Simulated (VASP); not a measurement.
# Al (a cell with a defect) in VASP: further runs

Al (a cell with a defect) is run at these levels: LDA; tasks: single point.

Everything below comes from runs of VASP 6.6.1. Logs are shortened: lines on timing, memory, paths and dates and some standing lists are left out, and cuts for length are marked.

## (1) The cell of the first run

The cell holds a defect, 7 atoms: a = 5.727 Å, b = 5.727 Å, c = 5.727 Å, α = 60.00°, β = 60.00°, γ = 60.00°.

## (2) Single point, LDA

INCAR

```
SYSTEM = Al
PREC     = Accurate       ! precision mode
ENCUT    = 400            ! plane-wave cutoff, eV
EDIFF    = 1E-6           ! SCF threshold, eV
ISMEAR   = 0              ! smearing method
SIGMA    = 0.05           ! smearing width, eV
LREAL    = .FALSE.        ! projectors in reciprocal space
LASPH    = .TRUE.         ! aspherical terms in the spheres
NELM     = 120            ! most SCF steps
ALGO     = Normal         ! electronic algorithm
ISIF     = 2              ! what is computed and relaxed
LWAVE    = .FALSE.        ! write WAVECAR
LCHARG   = .FALSE.        ! write CHGCAR
GGA      = CA             ! functional
NBANDS   = 20             ! bands
GGA_COMPAT= .FALSE.
```

KPOINTS

```
Automatic mesh
0
Gamma
  2 2 2
  0.5 0.5 0.5
```

POSCAR

```
Al
1.0
    0.0000000000      4.0496100000      4.0496100000
    4.0496100000      0.0000000000      4.0496100000
    4.0496100000      4.0496100000      0.0000000000
Al
7
Direct
    0.0000000000      0.0000000000      0.4166667901
    0.0000000000      0.5000000000      0.0000000000
    0.0000000000      0.5000000000      0.5000000000
    0.5000000000      0.0000000000      0.0000000000
    0.5000000000      0.0000000000      0.5000000000
    0.5000000000      0.5000000000      0.0000000000
    0.5000000000      0.5000000000      0.5000000000
```

Potentials or basis: VASP PAW LDA potentials, release 64 (Al).

Launch:

```bash
cat potpaw_LDA.64/Al/POTCAR > POTCAR
mpirun -np 1 vasp_std > vasp.out
```

OUTCAR:

```text
SYSTEM = Al
   PREC = Accurate
   ENCUT = 400
   EDIFF = 1E-6
   ISMEAR = 0
   LREAL = .FALSE.
   LASPH = .TRUE.
   NELM = 120
   ISIF = 2
   GGA = CA

 ion  position               nearest neighbor table
   1  0.000  0.000  0.417-   2 2.66   4 2.66   3 2.66   5 2.66   7 2.90   7 2.90   5 3.13   4 3.13
                             2 3.13   3 3.13
   2  0.000  0.500  0.000-   1 2.66   6 2.86   3 2.86   7 2.86   3 2.86   4 2.86   4 2.86   6 2.86
                             7 2.86   1 3.13
   3  0.000  0.500  0.500-   1 2.66   2 2.86   7 2.86   2 2.86   6 2.86   5 2.86   5 2.86   6 2.86
                             7 2.86   1 3.13
   4  0.500  0.000  0.000-   1 2.66   6 2.86   5 2.86   7 2.86   2 2.86   6 2.86   7 2.86   5 2.86
                             2 2.86   1 3.13
   5  0.500  0.000  0.500-   1 2.66   4 2.86   7 2.86   4 2.86   6 2.86   3 2.86   6 2.86   7 2.86
                             3 2.86   1 3.13
   6  0.500  0.500  0.000-   2 2.86   4 2.86   7 2.86   3 2.86   5 2.86   7 2.86   4 2.86   5 2.86
                             2 2.86   3 2.86
   7  0.500  0.500  0.500-   3 2.86   5 2.86   6 2.86   2 2.86   4 2.86   6 2.86   4 2.86   5 2.86
                             2 2.86   3 2.86   1 2.90   1 2.90

  LATTYP: Found a face centered cubic cell.
 ALAT       =     8.0992200000

  Lattice vectors:

 A1 = (   0.0000000000,   4.0496100000,   4.0496100000)
 A2 = (   4.0496100000,   0.0000000000,   4.0496100000)
 A3 = (   4.0496100000,   4.0496100000,   0.0000000000)

Analysis of symmetry for initial positions (statically):
=====================================================================
 Subroutine PRICEL returns:
 Original cell was already a primitive cell.

 Routine SETGRP: Setting up the symmetry group for a
 face centered cubic supercell.

 Subroutine GETGRP returns: Found  4 space group operations
 (whereof  4 operations were pure point group operations)
 out of a pool of 48 trial point group operations.

The static configuration has the point symmetry C_2v.

Analysis of symmetry for dynamics (positions and initial velocities):
=====================================================================
 Subroutine PRICEL returns:
 Original cell was already a primitive cell.

 Routine SETGRP: Setting up the symmetry group for a
 face centered cubic supercell.

 Subroutine GETGRP returns: Found  4 space group operations
 (whereof  4 operations were pure point group operations)
 out of a pool of 48 trial point group operations.

The dynamic configuration has the point symmetry C_2v.

 Subroutine INISYM returns: Found  4 space group operations
 (whereof  4 operations are pure point group operations),
[... 93 lines left out ...]
   ISIF   =      2    stress and relaxation
   ISYM   =      2    0-nonsym 1-usesym 2-fastsym
   POTIM  = 0.5000    time-step for ionic-motion
   TEBEG  =    0.0;   TEEND  =   0.0 temperature during run
   PSTRESS=    0.0 pullay stress
   NELECT =      21.0000    total number of electrons
   NUPDOWN=      -1.0000    fix difference up-down
   EMIN   =  10.00;   EMAX   =-10.00  energy-range for DOS
   EFERMI =   0.00;   METHOD = LEGACY
   ISMEAR =     0;   SIGMA  =   0.05  broadening in eV -4-tet -1-fermi 0-gaus
   EFERMI_NEDOS =   21; number of points for ismear=-14 and -15
   IALGO  =     38    algorithm
   IMIX   =      4    mixing-type and parameters
     AMIX     =   0.40;   BMIX     =  1.00
     AMIX_MAG =   1.60;   BMIX_MAG =  1.00
  volume/ion in A,a.u.               =      18.97       128.05
  Fermi-wavevector in a.u.,A,eV,Ry     =   0.885234  1.672850 10.662058  0.783639
  Thomas-Fermi vector in A             =   2.006240
   LORBIT       =      0    0 simple, 1 ext, 2 COOP (PROOUT), +10 PAW based schemes
   GGA     = CA    functional components
   LHFCALC =     F    Hartree Fock is set to
   AEXX    =    0.0000 exact exchange contribution
   IVDW    =     0    specifies the selected vdW correction
   LEPSILON=     F    determine dielectric tensor
   LRPA    =     F    only Hartree local field effects (RPA)
 non-spin polarized calculation
 Gauss-broadening in eV      SIGMA  =   0.05
  energy-cutoff  :      400.00
  volume of cell :      132.82
 maximum number of plane-waves:      2427
 NGX is ok and might be reduce to    40
   NGX = 19   NGY = 19   NGZ = 19

 number of electron      21.0000001 magnetization

 Free energy of the ion-electron system (eV)
  ---------------------------------------------------
  ext. energy  EPLUGINS =         0.00000000
  ---------------------------------------------------
  free energy    TOTEN  =       -28.16255455 eV

  energy without entropy =      -28.16253747  energy(sigma->0) =      -28.16254601

 E-fermi :   6.2907     XC(G=0):  -9.7321

 val. band max:        6.1594394439   @ k =   0.2500   0.0000   0.5000
 cond. band min:       6.4205298082   @ k =  -0.2500   0.2500   0.2500
 fundamental gap:      0.2610903643
 Fermi energy:         6.2906778088

 k-point     1 :       0.2500    0.2500    0.2500
  band No.  band energies     occupation
      1      -3.6902      2.00000
      2      -0.3959      2.00000
      3       1.6448      2.00000
      4       1.6562      2.00000
      5       1.6728      2.00000
      6       2.8560      2.00000
[... 127 lines left out ...]
     19      10.4178      0.00000
     20      10.9048      0.00000

------------------------ aborting loop because EDIFF is reached ----------------------------------------

  FORCE on cell =-STRESS in cart. coord.  units (eV):
  Direction    XX          YY          ZZ          XY          YZ          ZX
  --------------------------------------------------------------------------------------
  -------------------------------------------------------------------------------------
  Total       -4.3997090     -4.3997090     -2.5412265      0.3873182      0.0000000      0.0000000
  in kB      -53.0719373    -53.0719373    -30.6538034      4.6720655      0.0000000      0.0000000
  external PRESSURE =     -45.5992260 kB  Pullay stress =       0.0000000 kB

 VOLUME and BASIS-vectors are now :
 -----------------------------------------------------------------------------
  energy-cutoff  :      400.00
  volume of cell :      132.82
      direct lattice vectors                 reciprocal lattice vectors
     0.000000000  4.049610000  4.049610000    -0.123468680  0.123468680  0.123468680
     4.049610000  0.000000000  4.049610000     0.123468680 -0.123468680  0.123468680
     4.049610000  4.049610000  0.000000000     0.123468680  0.123468680 -0.123468680

 POSITION                                       TOTAL-FORCE (eV/Angst)
 -----------------------------------------------------------------------------------
      1.68734      1.68734      0.00000         0.426845      0.426845     -0.000000
      2.02481      0.00000      2.02481         0.036176     -0.213080      0.284423
      4.04961      2.02481      2.02481        -0.213080      0.036176     -0.284423
      0.00000      2.02481      2.02481        -0.213080      0.036176      0.284423
      2.02481      4.04961      2.02481         0.036176     -0.213080     -0.284423
      2.02481      2.02481      4.04961        -0.082664     -0.082664      0.000000
      4.04961      4.04961      4.04961         0.009627      0.009627     -0.000000
 -----------------------------------------------------------------------------------
    total drift:                                0.000057      0.000057     -0.000000

  FREE ENERGIE OF THE ION-ELECTRON SYSTEM (eV)
  ---------------------------------------------------
  free  energy   TOTEN  =       -28.1625545482 eV

  energy  without entropy=      -28.1625374717  energy(sigma->0) =      -28.16254601
```

OSZICAR:

```text
N       E                     dE             d eps       ncg     rms          rms(c)
DAV:   1     0.119829871160E+02    0.11983E+02   -0.63471E+03   240   0.672E+02
DAV:   2    -0.269067372969E+02   -0.38890E+02   -0.37171E+02   292   0.978E+01
DAV:   3    -0.284861162454E+02   -0.15794E+01   -0.15617E+01   320   0.170E+01
DAV:   4    -0.285055827399E+02   -0.19466E-01   -0.19456E-01   280   0.222E+00
DAV:   5    -0.285058774002E+02   -0.29466E-03   -0.29466E-03   292   0.299E-01    0.358E+00
DAV:   6    -0.282584777295E+02    0.24740E+00   -0.18023E-01   308   0.150E+00    0.200E+00
DAV:   7    -0.281653629473E+02    0.93115E-01   -0.17772E-01   300   0.152E+00    0.354E-01
DAV:   8    -0.281627625366E+02    0.26004E-02   -0.16967E-02   276   0.592E-01    0.145E-01
DAV:   9    -0.281625632825E+02    0.19925E-03   -0.64081E-04   280   0.123E-01    0.778E-02
DAV:  10    -0.281625575019E+02    0.57806E-05   -0.88387E-05   296   0.396E-02    0.188E-02
DAV:  11    -0.281625547956E+02    0.27062E-05   -0.93116E-06   292   0.135E-02    0.276E-03
DAV:  12    -0.281625545482E+02    0.24742E-06   -0.14889E-06   204   0.505E-03
   1 F= -.28162555E+02 E0= -.28162546E+02  d E =-.170765E-04
```

stdout:

```text
POSCAR found type information on POSCAR Al
 POSCAR found :  1 types and       7 ions
 scaLAPACK will be used
 LDA part: xc-table for (Slater(with rela. corr.)+CA(PZ))
 , standard interpolation
 POSCAR, INCAR and KPOINTS ok, starting setup
 FFT: planning ... GRIDC
 FFT: planning ... GRID_SOFT
 FFT: planning ... GRID
 WAVECAR not read
 entering main loop
```

Run time: 6.6 s. Hardware: 1 thread of Intel Xeon 6975P-C (Granite Rapids), shared host; peak memory 0.17 GiB.

Results:

```
Free energy   : -28.1626 eV
Pressure      : -4.6 GPa
Largest force : 0.604 eV/Å
```

Forces on the atoms (eV/Å):
```
Al   0.427  0.427  0.000
Al   0.036 -0.213  0.284
Al  -0.213  0.036 -0.284
Al  -0.213  0.036  0.284
Al   0.036 -0.213 -0.284
Al  -0.083 -0.083  0.000
Al   0.010  0.010  0.000
```

Stress tensor (GPa, compression positive):
```
-5.31  0.47  0.00
 0.47 -5.31  0.00
 0.00  0.00 -3.07
```

Levels at points of the mesh, in eV from the Fermi level:
| k point | band 6 | band 7 | band 8 | band 9 | band 10 | band 11 | band 12 | band 13 | band 14 | band 15 |
| --- | --- | --- | --- | --- | --- | --- | --- | --- | --- | --- |
| (0.25, 0.25, 0.25) | -3.43 | -3.40 | -2.93 | -2.03 | -2.00 | -1.36 | -0.35 | 1.08 | 1.14 | 2.76 |

Caveat: the k points lie up to 0.67 Å⁻¹ apart.

## (3) Single point, LDA

INCAR

```
PREC = Accurate ; ENCUT = 400
EDIFF = 1E-6 ; ISMEAR = 0
SIGMA = 0.05 ; LREAL = False
LASPH = True ; NELM = 120
ALGO = Normal ; ISIF = 2
LWAVE = False ; LCHARG = False
GGA = CA ; NBANDS = 20
GGA_COMPAT = False
```

KPOINTS is that of step 2.

POSCAR: that of step 2 with these lines changed.

```diff
@@ -8,3 +8,3 @@
 Direct
-    0.0000000000      0.0000000000      0.4166667901
+    0.0000000000      0.0000000000      0.3333333333
     0.0000000000      0.5000000000      0.0000000000
```

Potentials or basis: VASP PAW LDA potentials, release 64 (Al).

Launch:

```bash
cat potpaw_LDA.64/Al/POTCAR > POTCAR
mpirun -np 1 vasp_std > vasp.out
```

Run time: 6.1 s. Hardware: 1 thread of Intel Xeon 6975P-C (Granite Rapids), shared host; peak memory 0.17 GiB.

Results (log left out):

- Free energy: -27.8166 eV
- Pressure: -2.8 GPa
- Largest force: 0.787 eV/Å

Forces on the atoms (eV/Å):
```
Al   0.498  0.498  0.000
Al   0.196 -0.418  0.637
Al  -0.418  0.196 -0.637
Al  -0.418  0.196  0.637
Al   0.196 -0.418 -0.637
Al  -0.177 -0.177  0.000
Al   0.124  0.124  0.000
```

Stress tensor (GPa, compression positive):
```
-4.97  1.09  0.00
 1.09 -4.97  0.00
 0.00  0.00  1.52
```

Levels at points of the mesh, in eV from the Fermi level:
```tsv
k point	band 8	band 9	band 10	band 11	band 12	band 13
(0.25, 0.25, 0.25)	-2.99	-2.05	-1.97	-1.20	-0.33	1.04
```

Caveat: the k points lie up to 0.67 Å⁻¹ apart.

## (4) Single point, LDA

INCAR

```
  PREC = Accurate
  ENCUT = 400
  EDIFF = 1E-6
  ISMEAR = 0
  SIGMA = 0.05
  LREAL = F
  LASPH = T
  NELM = 120
  ALGO = Normal
  ISIF = 2
  LWAVE = F
  LCHARG = T
  GGA = CA
  LELF = T
  LVHAR = T
  NBANDS = 20
  GGA_COMPAT = F
```

KPOINTS is that of step 3.

POSCAR: that of step 3 with these lines changed.

```diff
@@ -8,3 +8,3 @@
 Direct
-    0.0000000000      0.0000000000      0.3333333333
+    0.0000000000      0.0000000000      0.1666666667
     0.0000000000      0.5000000000      0.0000000000
```

Launch:

```bash
cat potpaw_LDA.64/Al/POTCAR > POTCAR
mpirun -np 1 vasp_std > vasp.out
```

Wall time 7 s (1 thread of Intel Xeon 6975P-C (Granite Rapids), shared host); peak memory 0.17 GiB.

It converged, with:

- Free energy: -27.8166 eV
- Pressure: -2.8 GPa
- Largest force: 0.787 eV/Å

Forces on the atoms (eV/Å):
```
Al  -0.498 -0.498  0.000
Al   0.418 -0.196  0.637
Al  -0.196  0.418 -0.637
Al  -0.196  0.418  0.637
Al   0.418 -0.196 -0.637
Al  -0.124 -0.124  0.000
Al   0.177  0.177  0.000
```

Stress tensor (GPa, compression positive):
```
-4.97  1.09  0.00
 1.09 -4.97  0.00
 0.00  0.00  1.52
```

Levels at points of the mesh, in eV from the Fermi level:
| k point | band 7 | band 8 | band 9 | band 10 | band 11 | band 12 | band 13 | band 14 |
| --- | --- | --- | --- | --- | --- | --- | --- | --- |
| (0.25, 0.25, 0.25) | -3.37 | -2.99 | -2.05 | -1.97 | -1.20 | -0.33 | 1.04 | 1.23 |

Caveat: the k points lie up to 0.67 Å⁻¹ apart.

## (5) Single point, LDA

INCAR

```
PREC     = Accurate       # precision mode
ENCUT    = 400            # plane-wave cutoff, eV
EDIFF    = 1E-6           # SCF threshold, eV
ISMEAR   = 0              # smearing method
SIGMA    = 0.05           # smearing width, eV
LREAL    = False          # projectors in reciprocal space
LASPH    = True           # aspherical terms in the spheres
NELM     = 120            # most SCF steps
ALGO     = Normal         # electronic algorithm
ISIF     = 2              # what is computed and relaxed
LWAVE    = False          # write WAVECAR
LCHARG   = True           # write CHGCAR
LELF     = True           # ELF
LVHAR    = True         
NBANDS   = 20             # bands
GGA_COMPAT= False
```

KPOINTS is that of step 4.

POSCAR: that of step 4 with these lines changed.

```diff
@@ -8,3 +8,3 @@
 Direct
-    0.0000000000      0.0000000000      0.1666666667
+    0.0000000000      0.0000000000      0.0833332099
     0.0000000000      0.5000000000      0.0000000000
```

Potentials or basis: VASP PAW LDA potentials, release 64 (Al).

Launch:

```bash
cat potpaw_LDA.64/Al/POTCAR > POTCAR
mpirun -np 1 vasp_std > vasp.out
```

OUTCAR:

```text
PREC = Accurate
   ENCUT = 400
   EDIFF = 1E-6
   ISMEAR = 0
   LREAL = False
   LASPH = True
   NELM = 120
   ISIF = 2

 ion  position               nearest neighbor table
   1  0.000  0.000  0.083-   2 2.66   4 2.66   3 2.66   5 2.66   6 2.90   6 2.90   5 3.13   4 3.13
                             2 3.13   3 3.13
   2  0.000  0.500  0.000-   1 2.66   6 2.86   3 2.86   7 2.86   3 2.86   4 2.86   4 2.86   6 2.86
                             7 2.86   1 3.13
   3  0.000  0.500  0.500-   1 2.66   2 2.86   7 2.86   2 2.86   6 2.86   5 2.86   5 2.86   6 2.86
                             7 2.86   1 3.13
[... 335 lines left out ...]
  Total       -4.3997005     -4.3997005     -2.5412211      0.3873193      0.0000000      0.0000000
  in kB      -53.0718350    -53.0718350    -30.6537381      4.6720785      0.0000000      0.0000000
  external PRESSURE =     -45.5991361 kB  Pullay stress =       0.0000000 kB

 VOLUME and BASIS-vectors are now :
 -----------------------------------------------------------------------------
  energy-cutoff  :      400.00
  volume of cell :      132.82
      direct lattice vectors                 reciprocal lattice vectors
     0.000000000  4.049610000  4.049610000    -0.123468680  0.123468680  0.123468680
     4.049610000  0.000000000  4.049610000     0.123468680 -0.123468680  0.123468680
     4.049610000  4.049610000  0.000000000     0.123468680  0.123468680 -0.123468680

 POSITION                                       TOTAL-FORCE (eV/Angst)
 -----------------------------------------------------------------------------------
      0.33747      0.33747      0.00000        -0.426844     -0.426844      0.000000
      2.02481      0.00000      2.02481         0.213079     -0.036176      0.284422
      4.04961      2.02481      2.02481        -0.036176      0.213079     -0.284422
      0.00000      2.02481      2.02481        -0.036176      0.213079      0.284422
      2.02481      4.04961      2.02481         0.213079     -0.036176     -0.284422
      2.02481      2.02481      4.04961        -0.009626     -0.009626      0.000000
      4.04961      4.04961      4.04961         0.082664      0.082664      0.000000
 -----------------------------------------------------------------------------------
    total drift:                               -0.000056     -0.000056      0.000000

  FREE ENERGIE OF THE ION-ELECTRON SYSTEM (eV)
  ---------------------------------------------------
  free  energy   TOTEN  =       -28.1625545485 eV

  energy  without entropy=      -28.1625374718  energy(sigma->0) =      -28.16254601
```

OSZICAR:

```text
N       E                     dE             d eps       ncg     rms          rms(c)
DAV:   1     0.116934975796E+02    0.11693E+02   -0.61595E+03   240   0.657E+02
DAV:   2    -0.269735027623E+02   -0.38667E+02   -0.37205E+02   296   0.960E+01
DAV:   3    -0.284867348654E+02   -0.15132E+01   -0.14985E+01   320   0.164E+01
DAV:   4    -0.285056233007E+02   -0.18888E-01   -0.18883E-01   296   0.219E+00
DAV:   5    -0.285058782499E+02   -0.25495E-03   -0.25494E-03   280   0.271E-01    0.358E+00
DAV:   6    -0.282584764928E+02    0.24740E+00   -0.18018E-01   312   0.150E+00    0.200E+00
DAV:   7    -0.281653595740E+02    0.93117E-01   -0.17767E-01   300   0.152E+00    0.354E-01
DAV:   8    -0.281627622143E+02    0.25974E-02   -0.16950E-02   284   0.592E-01    0.144E-01
DAV:   9    -0.281625631189E+02    0.19910E-03   -0.63579E-04   284   0.123E-01    0.776E-02
DAV:  10    -0.281625574079E+02    0.57109E-05   -0.86445E-05   304   0.392E-02    0.189E-02
DAV:  11    -0.281625547931E+02    0.26148E-05   -0.91066E-06   288   0.133E-02    0.276E-03
DAV:  12    -0.281625545485E+02    0.24465E-06   -0.14676E-06   204   0.501E-03
   1 F= -.28162555E+02 E0= -.28162546E+02  d E =-.170767E-04
```

Wall time 7.1 s (1 thread of Intel Xeon 6975P-C (Granite Rapids), shared host); peak memory 0.18 GiB.

What came out:

- Free energy: -28.1626 eV
- Pressure: -4.6 GPa
- Largest force: 0.604 eV/Å

Forces on the atoms (eV/Å):
```
Al  -0.427 -0.427  0.000
Al   0.213 -0.036  0.284
Al  -0.036  0.213 -0.284
Al  -0.036  0.213  0.284
Al   0.213 -0.036 -0.284
Al  -0.010 -0.010  0.000
Al   0.083  0.083  0.000
```

Stress tensor (GPa, compression positive):
```
-5.31  0.47  0.00
 0.47 -5.31  0.00
 0.00  0.00 -3.07
```

Caveat: the k points lie up to 0.67 Å⁻¹ apart.
